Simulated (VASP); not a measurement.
Input of a VASP 6.6.1 run:

File INCAR:

```
SYSTEM = BiTe5
  PREC = Accurate
  ENCUT = 520
  EDIFF = 1E-7
  ISMEAR = 0
  SIGMA = 0.1
  LREAL = .FALSE.
  LASPH = .TRUE.
  NELM = 60
  ALGO = Normal
  ISIF = 2
  LWAVE = .FALSE.
  LCHARG = .FALSE.
  GGA = PE
  NBANDS = 32
```

The input KPOINTS:

```
Automatic mesh
0
G
  6 6 1
  0 0 0
```

POSCAR

```
BiTe5
1.0
    3.8261658353      0.0000000000      0.0000000000
    0.0000000000      3.8261658353      0.0000000000
    0.0000000000      0.0000000000     12.1392962921
Bi Te
1 5
Direct
    0.5000000000      0.5000000000      0.0000000000
    0.5000000000      0.5000000000      0.3451487902
    0.5000000000      0.5000000000      0.6548512098
    0.0000000000      0.0000000000      0.1603979374
    0.0000000000      0.0000000000      0.8396020626
    0.0000000000      0.0000000000      0.5000000000
```

Potentials or basis: VASP PAW PBE potentials, release 64 (Bi_d, Te).

Command:

```sh
$ cat potpaw_PBE.64/Bi_d/POTCAR potpaw_PBE.64/Te/POTCAR > POTCAR
$ mpirun -np 1 vasp_std > vasp.out
```

Task: Predict the pressure.

Result: -0.2 GPa.

Task: Predict the band gap on the k mesh.

Result: Zero (an odd number of electrons rules out a gap without spin polarisation).

Forces on the atoms (eV/Å):
```
Bi   0.000  0.000  0.000
Te   0.000  0.000 -0.007
Te   0.000  0.000  0.007
Te   0.000  0.000  0.014
Te   0.000  0.000 -0.014
Te   0.000  0.000  0.000
```

Caveat: the k points lie up to 0.52 Å⁻¹ apart, too coarse for converged energies and pressures of a metal; spin-orbit coupling is left out, which moves the levels of the heavy elements.
